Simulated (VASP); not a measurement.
**Hg4S3O: single point with r2SCAN**

The system is Hg4S3O.

```
CELL_PARAMETERS angstrom
5.80254 0.00000 0.00000
0.00000 5.80254 0.00000
0.00000 0.00000 5.80254
ATOMIC_POSITIONS crystal
O 0.00000 0.00000 0.00000
Hg 0.76888 0.76888 0.76888
Hg 0.23112 0.23112 0.76888
Hg 0.23112 0.76888 0.23112
Hg 0.76888 0.23112 0.23112
S 0.50000 0.50000 0.00000
S 0.50000 0.00000 0.50000
S 0.00000 0.50000 0.50000
```

```json
{"Program": "VASP 6.6.1", "Task": "single point", "Functional": "r2SCAN", "Potentials or basis": "VASP PAW PBE potentials, release 64 (O, Hg, S)", "Cutoff": "520 eV", "k mesh": "4 × 4 × 4", "Occupations": "fermi-dirac, width 0.02 eV", "Spin": "no spin polarisation", "Dipole correction": "no", "Further INCAR settings": "ALGO = Normal; EDIFF = 1e-06; NBANDS = 46"}
```

| Property | Result |
| --- | --- |
| Pressure | -1.4 GPa |
| Largest force | 0.048 eV/Å |
| Band gap on the k mesh | zero (filled and empty bands touch) |

Forces on the atoms (eV/Å):
```
O    0.000  0.000  0.000
Hg  -0.028 -0.028 -0.028
Hg   0.028  0.028 -0.028
Hg   0.028 -0.028  0.028
Hg  -0.028  0.028  0.028
S    0.000  0.000  0.000
S    0.000  0.000  0.000
S    0.000  0.000  0.000
```

Levels at points of the mesh, in eV from the Fermi level:
| k point | band 34 | band 35 | band 36 | band 37 | band 38 | band 39 |
| --- | --- | --- | --- | --- | --- | --- |
| (0.00, 0.00, 0.00) | -0.79 | -0.01 | -0.01 | -0.01 | 3.71 | 3.71 |
| (0.50, 0.00, 0.00) | -1.26 | -0.80 | -0.80 | 2.18 | 2.25 | 3.93 |
| (0.50, 0.50, 0.00) | -1.11 | -0.74 | -0.50 | 2.27 | 2.99 | 3.15 |
| (0.50, 0.50, 0.50) | -0.69 | -0.55 | -0.55 | 0.65 | 2.44 | 2.44 |

Run time: 4.3 min on 1 thread of AMD EPYC 9R45 96-Core Processor (Zen 5) (shared host), peak memory 0.37 GiB.

Caveat: semilocal functionals underestimate gaps, so a narrow gap can read as zero; the PAW data sets were made with another functional, which shifts forces and pressure a little; spin-orbit coupling is left out, which moves the levels of the heavy elements.
